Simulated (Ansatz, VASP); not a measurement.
## Two plane-wave programs on MoS2

Contents of INCAR:

```
SYSTEM = MoS2
ALGO = Normal ; EDIFF = 1E-6
ENCUT = 520 ; GGA = RE
ISIF = 2 ; ISMEAR = -1
LASPH = .TRUE. ; LCHARG = .FALSE.
LREAL = .FALSE. ; LWAVE = .FALSE.
NBANDS = 35 ; NELM = 80
PREC = Accurate ; SIGMA = 0.05
```

The input KPOINTS:

```
k-points
0
G
  10 10 3
  0 0 0
```

The input POSCAR:

```
MoS2
1.0
    3.1690000000      0.0000000000      0.0000000000
   -1.5845000000      2.7444345046      0.0000000000
    0.0000000000      0.0000000000     12.3240000000
Mo S
2 4
Direct
    0.6666666667      0.3333333333      0.7500000000
    0.3333333333      0.6666666667      0.2500000000
    0.6666666667      0.3333333333      0.3770000000
    0.3333333333      0.6666666667      0.8770000000
    0.6666666667      0.3333333333      0.1230000000
    0.3333333333      0.6666666667      0.6230000000
```

input.yaml

```yaml
crystal:
  lattice:
    - [3.169, 0.0, 0.0]
    - [-1.5845, 2.7444345046, 0.0]
    - [0.0, 0.0, 12.324]
  atoms:
    - { symbol: Mo, position: [0.6666666667, 0.3333333333, 0.75] }
    - { symbol: Mo, position: [0.3333333333, 0.6666666667, 0.25] }
    - { symbol: S, position: [0.6666666667, 0.3333333333, 0.377] }
    - { symbol: S, position: [0.3333333333, 0.6666666667, 0.877] }
    - { symbol: S, position: [0.6666666667, 0.3333333333, 0.123] }
    - { symbol: S, position: [0.3333333333, 0.6666666667, 0.623] }
hamiltonian:
  xc: revpbe
  pseudopotentials: { kind: paw }
kpoints:
  mp_grid: { grid: [10, 10, 3] }
  band_path:
    path:
      - [[0.0, 0.0, 0.0], [0.5, 0.0, 0.0], [0.3333333333, 0.3333333333, 0.0], [0.0, 0.0, 0.0], [0.0, 0.0, 0.5], [0.5, 0.0, 0.5], [0.3333333333, 0.3333333333, 0.5], [0.0, 0.0, 0.5]]
      - [[0.5, 0.0, 0.5], [0.5, 0.0, 0.0]]
      - [[0.3333333333, 0.3333333333, 0.0], [0.3333333333, 0.3333333333, 0.5]]
    npoints: 14
scf:
  occupations: { method: fermi_dirac, width: 0.05 }
  n_extra_bands: 15
output:
  forces: true
  stress: true
  eigenvalues: true
  fatbands: true
```

Alike in both runs: functional revPBE; k mesh 10 × 10 × 3; occupations fermi-dirac, width 0.05 eV; no spin polarisation.

|  | VASP | Ansatz |
| --- | --- | --- |
| version | VASP 6.6.1 | Ansatz 0.2.0 |
| potentials or method | VASP PAW PBE potentials, release 64 (Mo_sv, S) | Ansatz PAW |
| plane-wave cutoff (eV) | 520 | 420 |
| valence electrons in the cell | 52 | 52 |
| task | single point | band structure |

|  | VASP | Ansatz | Ansatz less VASP |
| --- | --- | --- | --- |
| gap on the k mesh at the Fermi level (eV) | 0.98 | 0.96 | -0.016 |
| least direct gap on the mesh (eV) | 1.87 | 1.87 | -0.003 |
| pressure (GPa) | 3.7 | 3.9 | +0.20 |
| traceless stress, the component that is largest in VASP (GPa) | 0.29 | 0.34 | +0.045 |
| rms of the force components (eV/Å) | 0.020 | 0.010 | -0.0097 |

VASP's potentials were made for PBE, not for revPBE. Atom by atom the forces differ by 0.010 eV/Å (rms over components). With one functional, cell and mesh, what is left measures potentials, basis and numerics.
